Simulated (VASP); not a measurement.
# GaSb (I-4m2) in VASP: a series of runs

The runs below take GaSb through single point, with PBE.

Everything below comes from runs of VASP 6.6.1. Logs are shortened: lines on timing, memory, paths and dates and some standing lists are left out, and cuts for length are marked.

### Step 1. The cell of the first run

It takes space group I-4m2 (No. 119, tetragonal). The conventional cell has a = 4.523 Å, b = 4.523 Å, c = 6.570 Å, α = 90.00°, β = 90.00°, γ = 90.00°. Within 3.7 Å of Ga (site symmetry -4m2) lie 4 Sb at 2.79 Å. Within 3.7 Å of Sb (site symmetry -4m2) lie 4 Ga at 2.79 Å.

### Step 2. Single point, PBE (33.60 Å³/atom)

The input, INCAR:

```
SYSTEM = GaSb
PREC = Accurate
ENCUT = 520
EDIFF = 1E-7
ISMEAR = 0
SIGMA = 0.15
LREAL = .FALSE.
LASPH = .TRUE.
NELM = 60
ALGO = Normal
ISIF = 2
LWAVE = .FALSE.
LCHARG = .TRUE.
GGA = PE
LELF = .TRUE.
LVHAR = .TRUE.
NBANDS = 16
```

The input, KPOINTS:

```
Automatic mesh
0
G
  14 14 14
  0 0 0
```

The input, POSCAR:

```
GaSb
1.0
    0.0000000000      3.2848304764      3.1981603314
    3.1981603314      0.0000000000      3.1981603314
    3.1981603314      3.2848304764      0.0000000000
Ga Sb
1 1
Direct
    0.0000000000      0.0000000000      0.0000000000
    0.7500000000      0.7500000000      0.7500000000
```

Potentials or basis: VASP PAW PBE potentials, release 64 (Ga_d, Sb).

The run is started by

```
$ cat potpaw_PBE.64/Ga_d/POTCAR potpaw_PBE.64/Sb/POTCAR > POTCAR
$ mpirun -np 1 vasp_std > vasp.out
```

OUTCAR:

```text
SYSTEM = GaSb
   PREC = Accurate
   ENCUT = 520
   EDIFF = 1E-7
   ISMEAR = 0
   LREAL = .FALSE.
   LASPH = .TRUE.
   NELM = 60
   ISIF = 2
   GGA = PE

 ion  position               nearest neighbor table
   1  0.000  0.000  0.000-   2 2.79   2 2.79   2 2.79   2 2.79
   2  0.750  0.750  0.750-   1 2.79   1 2.79   1 2.79   1 2.79

  LATTYP: Found a body centered tetragonal cell.
 ALAT       =     4.5228817153
 C/A-ratio  =     1.4525387499

  Lattice vectors:

 A1 = (   0.0000000000,  -3.2848304764,   3.1981603314)
 A2 = (   0.0000000000,  -3.2848304764,  -3.1981603314)
 A3 = (   3.1981603314,   3.2848304764,   0.0000000000)

Analysis of symmetry for initial positions (statically):
=====================================================================
 Subroutine PRICEL returns:
 Original cell was already a primitive cell.

 Routine SETGRP: Setting up the symmetry group for a
 body centered tetragonal supercell.

 Subroutine GETGRP returns: Found  8 space group operations
 (whereof  8 operations were pure point group operations)
 out of a pool of 16 trial point group operations.

The static configuration has the point symmetry D_2d.

Analysis of symmetry for dynamics (positions and initial velocities):
=====================================================================
 Subroutine PRICEL returns:
 Original cell was already a primitive cell.

 Routine SETGRP: Setting up the symmetry group for a
 body centered tetragonal supercell.

 Subroutine GETGRP returns: Found  8 space group operations
 (whereof  8 operations were pure point group operations)
 out of a pool of 16 trial point group operations.

The dynamic configuration has the point symmetry D_2d.

 Subroutine INISYM returns: Found  8 space group operations
 (whereof  8 operations are pure point group operations),
 and found     1 'primitive' translations

----------------------------------------------------------------------------------------

                                     Primitive cell

  volume of cell :      67.1960

  direct lattice vectors                    reciprocal lattice vectors
     0.000000000  3.284830476  3.198160331    -0.156339879  0.152214857  0.156339879
     3.198160331  0.000000000  3.198160331     0.156339879 -0.152214857  0.156339879
     3.198160331  3.284830476  0.000000000     0.156339879  0.152214857 -0.156339879

  length of vectors
     4.584576400  4.522881715  4.584576400     0.268428162  0.268428162  0.268428162

  position of ions in fractional coordinates (direct lattice)
     0.000000000  0.000000000  0.000000000
     0.750000000  0.750000000  0.750000000

  ion indices of the primitive-cell ions
   primitive index   ion index
                 1           1
                 2           2

----------------------------------------------------------------------------------------

 KPOINTS: Automatic mesh

Automatic generation of k-mesh.
 Grid dimensions read from file:
 generate k-points for:   14   14   14

 Generating k-lattice:

  Cartesian coordinates                     Fractional coordinates (reciprocal lattice)
    -0.011167134  0.010872490  0.011167134     0.071428571  0.000000000  0.000000000
     0.011167134 -0.010872490  0.011167134     0.000000000  0.071428571  0.000000000
     0.011167134  0.010872490 -0.011167134     0.000000000  0.000000000  0.071428571

  Length of vectors
     0.019173440  0.019173440  0.019173440

  Shift w.r.t. Gamma in fractional coordinates (k-lattice)
     0.000000000  0.000000000  0.000000000

 Subroutine IBZKPT returns following result:
 ===========================================

 Found    244 irreducible k-points:

 Following reciprocal coordinates:
            Coordinates               Weight
  0.000000  0.000000  0.000000      1.000000
  0.071429  0.000000  0.000000      8.000000
  0.142857  0.000000 -0.000000      8.000000
  0.214286  0.000000 -0.000000      8.000000
  0.285714  0.000000 -0.000000      8.000000
  0.357143  0.000000  0.000000      8.000000
[... 16 lines left out ...]
  0.214286  0.142857  0.000000     16.000000
  0.285714  0.142857 -0.000000     16.000000
 [... further k-points ...]
   k-points           NKPTS =    244   k-points in BZ     NKDIM =    244   number of bands    NBANDS=     16
   number of dos      NEDOS =    301   number of ions     NIONS =      2
   total plane-waves  NPLWV =  46656
   dimension x,y,z NGX =    36 NGY =   36 NGZ =   36
   dimension x,y,z NGXF=    72 NGYF=   72 NGZF=   72
   ions per type =               1   1
   NGX,Y,Z   is equivalent  to a cutoff of  13.05, 13.23, 13.05 a.u.
   NGXF,Y,Z  is equivalent  to a cutoff of  26.11, 26.46, 26.11 a.u.
 SYSTEM =  GaSb
   PREC   = accura    normal or accurate (medium, high low for compatibility)
   ISTART =      0    job   : 0-new  1-cont  2-samecut
   ICHARG =      2    charge: 1-file 2-atom 10-const
   ISPIN  =      1    spin polarized calculation?
   LNONCOLLINEAR =      F non collinear calculations
   LSORBIT =      F    spin-orbit coupling
   LASPH  =      T    aspherical Exc in radial PAW
   ENCUT  =  520.0 eV  38.22 Ry    6.18 a.u.   8.52  8.41  8.52*2*pi/ulx,y,z
   NELM   =     60;   NELMIN=  2; NELMDL= -5     # of ELM steps
   EDIFF  = 0.1E-06   stopping-criterion for ELM
   LREAL  =      F    real-space projection
   EDIFFG = 0.1E-05   stopping-criterion for IOM
   NSW    =      0    number of steps for IOM
   IBRION =     -1    ionic relax: 0-MD 1-quasi-New 2-CG
   NFREE  =      0    steps in history (QN), initial steepest desc. (CG)
   ISIF   =      2    stress and relaxation
   ISYM   =      2    0-nonsym 1-usesym 2-fastsym
   POTIM  = 0.5000    time-step for ionic-motion
   TEBEG  =    0.0;   TEEND  =   0.0 temperature during run
   PSTRESS=    0.0 pullay stress
   NELECT =      18.0000    total number of electrons
   NUPDOWN=      -1.0000    fix difference up-down
   EMIN   =  10.00;   EMAX   =-10.00  energy-range for DOS
   EFERMI =   0.00;   METHOD = LEGACY
   ISMEAR =     0;   SIGMA  =   0.15  broadening in eV -4-tet -1-fermi 0-gaus
   EFERMI_NEDOS =   21; number of points for ismear=-14 and -15
   IALGO  =     38    algorithm
   IMIX   =      4    mixing-type and parameters
     AMIX     =   0.40;   BMIX     =  1.00
     AMIX_MAG =   1.60;   BMIX_MAG =  1.00
  volume/ion in A,a.u.               =      33.60       226.73
  Fermi-wavevector in a.u.,A,eV,Ry     =   1.055321  1.994267 15.152837  1.113702
  Thomas-Fermi vector in A             =   2.190515
   LORBIT       =      0    0 simple, 1 ext, 2 COOP (PROOUT), +10 PAW based schemes
   GGA     = PE    functional components
   LHFCALC =     F    Hartree Fock is set to
   AEXX    =    0.0000 exact exchange contribution
   IVDW    =     0    specifies the selected vdW correction
   LEPSILON=     F    determine dielectric tensor
   LRPA    =     F    only Hartree local field effects (RPA)
 non-spin polarized calculation
 Gauss-broadening in eV      SIGMA  =   0.15
  energy-cutoff  :      520.00
  volume of cell :       67.20
 maximum number of plane-waves:      1849
 NGX is ok and might be reduce to    36
   NGX = 17   NGY = 17   NGZ = 17

 number of electron      17.9999998 magnetization

 Free energy of the ion-electron system (eV)
  ---------------------------------------------------
  ext. energy  EPLUGINS =         0.00000000
  ---------------------------------------------------
  free energy    TOTEN  =        -7.27520251 eV

  energy without entropy =       -7.27424550  energy(sigma->0) =       -7.27472401

 E-fermi :   3.4321     XC(G=0):  -8.4090

 val. band max:        3.4147228786   @ k =   0.0000   0.0000   0.0000
 cond. band min:       3.4741845906   @ k =   0.5000   0.0000  -0.0000
 fundamental gap:      0.0594617121
 Fermi energy:         3.4320519547

 k-point     1 :       0.0000    0.0000    0.0000
  band No.  band energies     occupation
      1     -11.4252      2.00000
      2     -11.4211      2.00000
      3     -11.4211      2.00000
      4     -11.3953      2.00000
      5     -11.3906      2.00000
      6      -7.1059      2.00000
[... 8 lines left out ...]
     15      11.4474      0.00000
     16      11.8538      0.00000

 k-point     2 :       0.0714    0.0000    0.0000
  band No.  band energies     occupation
      1     -11.4252      2.00000
      2     -11.4214      2.00000
      3     -11.4207      2.00000
      4     -11.3953      2.00000
      5     -11.3907      2.00000
      6      -7.0632      2.00000
[... 8 lines left out ...]
     15      11.1508      0.00000
     16      11.5010      0.00000

 k-point     3 :       0.1429    0.0000   -0.0000
  band No.  band energies     occupation
      1     -11.4260      2.00000
      2     -11.4216      2.00000
      3     -11.4198      2.00000
      4     -11.3954      2.00000
      5     -11.3907      2.00000
      6      -6.9374      2.00000
[... 8 lines left out ...]
     15      10.8010      0.00000
     16      11.0676      0.00000

 k-point     4 :       0.2143    0.0000   -0.0000
  band No.  band energies     occupation
      1     -11.4282      2.00000
      2     -11.4209      2.00000
      3     -11.4186      2.00000
      4     -11.3955      2.00000
      5     -11.3906      2.00000
      6      -6.7364      2.00000
[... 8 lines left out ...]
     15      10.7168      0.00000
     16      10.8584      0.00000

 k-point     5 :       0.2857    0.0000   -0.0000
  band No.  band energies     occupation
      1     -11.4310      2.00000
      2     -11.4197      2.00000
      3     -11.4173      2.00000
      4     -11.3955      2.00000
      5     -11.3905      2.00000
      6      -6.4777      2.00000
[... 8 lines left out ...]
     15      10.9283      0.00000
     16      10.9653      0.00000

 k-point     6 :       0.3571    0.0000    0.0000
  band No.  band energies     occupation
      1     -11.4337      2.00000
      2     -11.4187      2.00000
      3     -11.4163      2.00000
      4     -11.3954      2.00000
      5     -11.3903      2.00000
      6      -6.1960      2.00000
[... 8 lines left out ...]
     15      11.4024      0.00000
     16      11.4579      0.00000

 k-point     7 :       0.4286    0.0000   -0.0000
  band No.  band energies     occupation
      1     -11.4356      2.00000
      2     -11.4179      2.00000
      3     -11.4156      2.00000
      4     -11.3953      2.00000
      5     -11.3901      2.00000
      6      -5.9578      2.00000
[... 8 lines left out ...]
     15      12.0856      0.00000
     16      12.2198      0.00000

 k-point     8 :       0.5000    0.0000   -0.0000
  band No.  band energies     occupation
      1     -11.4362      2.00000
      2     -11.4177      2.00000
      3     -11.4154      2.00000
      4     -11.3952      2.00000
      5     -11.3900      2.00000
      6      -5.8597      2.00000
[... 8 lines left out ...]
     15      12.3934      0.00000
     16      12.6320      0.00000

 k-point     9 :       0.0714    0.0714    0.0000
  band No.  band energies     occupation
      1     -11.4245      2.00000
      2     -11.4224      2.00000
      3     -11.4205      2.00000
      4     -11.3954      2.00000
      5     -11.3906      2.00000
      6      -7.0481      2.00000
[... 8 lines left out ...]
     15      10.9826      0.00000
     16      11.6068      0.00000
[... 172 lines left out ...]
 k-point    19 :      -0.2143    0.0714   -0.0000
  band No.  band energies     occupation
      1     -11.4300      2.00000
      2     -11.4201      2.00000
      3     -11.4176      2.00000
      4     -11.3954      2.00000
      5     -11.3908      2.00000
      6      -6.6215      2.00000
[... 8 lines left out ...]
     15      10.5753      0.00000
     16      11.3010      0.00000

 k-point    20 :      -0.1429    0.0714    0.0000
  band No.  band energies     occupation
      1     -11.4276      2.00000
      2     -11.4210      2.00000
      3     -11.4188      2.00000
      4     -11.3954      2.00000
      5     -11.3908      2.00000
      6      -6.8427      2.00000
[... 8 lines left out ...]
     15      10.4049      0.00000
     16      11.0101      0.00000

 k-point    21 :      -0.0714    0.0714    0.0000
  band No.  band energies     occupation
      1     -11.4261      2.00000
      2     -11.4214      2.00000
      3     -11.4199      2.00000
      4     -11.3953      2.00000
      5     -11.3907      2.00000
      6      -6.9934      2.00000
[... 8 lines left out ...]
     15      10.6955      0.00000
     16      11.2680      0.00000

 k-point    22 :       0.1429    0.1429    0.0000
  band No.  band energies     occupation
      1     -11.4260      2.00000
      2     -11.4225      2.00000
      3     -11.4188      2.00000
      4     -11.3960      2.00000
      5     -11.3904      2.00000
      6      -6.8769      2.00000
[... 8 lines left out ...]
     15      10.2439      0.00000
     16      11.7815      0.00000

 k-point    23 :       0.2143    0.1429    0.0000
  band No.  band energies     occupation
      1     -11.4286      2.00000
      2     -11.4211      2.00000
      3     -11.4176      2.00000
      4     -11.3963      2.00000
      5     -11.3902      2.00000
      6      -6.7253      2.00000
[... 8 lines left out ...]
     15      10.8326      0.00000
     16      11.7570      0.00000

 k-point    24 :       0.2857    0.1429   -0.0000
  band No.  band energies     occupation
      1     -11.4314      2.00000
      2     -11.4195      2.00000
      3     -11.4165      2.00000
      4     -11.3966      2.00000
      5     -11.3900      2.00000
      6      -6.5049      2.00000
[... 8 lines left out ...]
     15      11.3488      0.00000
     16      11.8283      0.00000

 [... further k-points ...]
[... 5 lines left out ...]
  --------------------------------------------------------------------------------------
  -------------------------------------------------------------------------------------
  Total       -1.4511636     -1.8877409     -1.4511636     -0.0000000      0.0000000      0.0000000
  in kB      -34.6005937    -45.0100542    -34.6005937     -0.0000000      0.0000000      0.0000000
  external PRESSURE =     -38.0704139 kB  Pullay stress =       0.0000000 kB

 VOLUME and BASIS-vectors are now :
 -----------------------------------------------------------------------------
  energy-cutoff  :      520.00
  volume of cell :       67.20
      direct lattice vectors                 reciprocal lattice vectors
     0.000000000  3.284830476  3.198160331    -0.156339879  0.152214857  0.156339879
     3.198160331  0.000000000  3.198160331     0.156339879 -0.152214857  0.156339879
     3.198160331  3.284830476  0.000000000     0.156339879  0.152214857 -0.156339879

 POSITION                                       TOTAL-FORCE (eV/Angst)
 -----------------------------------------------------------------------------------
      0.00000      0.00000      0.00000        -0.000000      0.000000      0.000000
      4.79724      4.92725      4.79724         0.000000     -0.000000      0.000000
 -----------------------------------------------------------------------------------
    total drift:                               -0.000001     -0.000002     -0.000001

  FREE ENERGIE OF THE ION-ELECTRON SYSTEM (eV)
  ---------------------------------------------------
  free  energy   TOTEN  =        -7.2752025086 eV

  energy  without entropy=       -7.2742455018  energy(sigma->0) =       -7.27472401
```

Wall time 5.9 min (1 thread of Intel Xeon 8259CL, shared host); peak memory 0.42 GiB.

Results:

- Free energy: -7.2752 eV
- Pressure: -3.8 GPa
- Band gap on the k mesh: zero (filled and empty bands touch)

Levels at points of the mesh, in eV from the Fermi level:
| k point | band 7 | band 8 | band 9 | band 10 | band 11 | band 12 |
| --- | --- | --- | --- | --- | --- | --- |
| (0.00, 0.00, 0.00) | -1.09 | -0.16 | -0.02 | -0.02 | 2.71 | 2.71 |
| (0.50, 0.00, 0.00) | -5.74 | -1.07 | -0.90 | 0.04 | 3.61 | 3.71 |
| (0.50, 0.50, 0.00) | -6.18 | -2.18 | -2.16 | 0.90 | 1.41 | 7.58 |
| (0.50, 0.00, 0.50) | -6.28 | -2.04 | -2.04 | 1.08 | 1.54 | 7.58 |

Caveat: the cell stands under tension; semilocal functionals underestimate gaps, so a narrow gap can read as zero; spin-orbit coupling is left out, which moves the levels of the heavy elements.

[end of part 1 of 2]
